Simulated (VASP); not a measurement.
Here is a VASP 6.6.1 calculation.

File INCAR:

```
PREC = Accurate ; ENCUT = 600
EDIFF = 1E-6 ; ISMEAR = 0
SIGMA = 0.01 ; LREAL = F
LASPH = T ; NELM = 120
ALGO = Normal ; ISIF = 2
LWAVE = F ; LCHARG = F
GGA = PS ; NBANDS = 11
GGA_COMPAT = F
```

File KPOINTS:

```
Automatic mesh
0
Gamma
  5 5 5
```

Contents of POSCAR:

```
Be2C
1.0
    0.0000000000      2.1650000000      2.1650000000
    2.1650000000      0.0000000000      2.1650000000
    2.1650000000      2.1650000000      0.0000000000
Be C
2 1
Direct
    0.2500000000      0.2500000000      0.2500000000
    0.7500000000      0.7500000000      0.7500000000
    0.0000000000      0.0000000000      0.0000000000
```

Potentials or basis: VASP PAW PBE potentials, release 64 (Be, C).

Launch:

```bash
$ cat potpaw_PBE.64/Be/POTCAR potpaw_PBE.64/C/POTCAR > POTCAR
$ mpirun -np 1 vasp_std > vasp.out
```

**Question.** Predict the band gap on the k mesh.

**Answer.** 1.52 eV, indirect (least direct gap 4.07 eV).

**Question.** Predict the pressure.

**Answer.** -2.2 GPa.

Caveat: the k points lie up to 0.50 Å⁻¹ apart; the PAW data sets were made with another functional, which shifts forces and pressure a little. PBEsol gaps usually lie below the measured ones, often by a third to a half.
